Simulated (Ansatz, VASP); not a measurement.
CsH: VASP beside Ansatz

```
Cs H
1.0
     2.86805    2.86805    0.00000
    -2.86805    2.86805    0.00000
     0.00000    0.00000    5.73610
Cs H
2 2
Direct
  0.00000 0.00000 0.00000
  0.50000 0.50000 0.50000
  0.50000 0.50000 0.00000
  0.00000 0.00000 0.50000
```

Change from the starting cell: equal strain along all axes, cell held, atoms relaxed: -6.0 %.

Alike in both runs: task single point; functional LDA; k mesh 6 × 6 × 6; occupations gaussian, width 0.02 eV; no spin polarisation.

|  | VASP | Ansatz |
| --- | --- | --- |
| version | VASP 6.6.1 | Ansatz 0.2.0 |
| potentials or method | VASP PAW LDA potentials, release 64 (Cs_sv, H), cutoff 520 eV | scalar-relativistic, plane waves, PAW |
| valence electrons in the cell | 20 | 20 |

```tsv
	VASP	Ansatz	Ansatz less VASP
gap on the k mesh at the Fermi level (eV)	1.33	1.38	+0.050
least direct gap on the mesh (eV)	1.33	1.38	+0.050
pressure (GPa)	3.2	3.1	-0.19
```

LDA's correlation is that of Perdew and Zunger in VASP and of Perdew and Wang (1992) in Ansatz.

Spin-orbit coupling is off throughout.
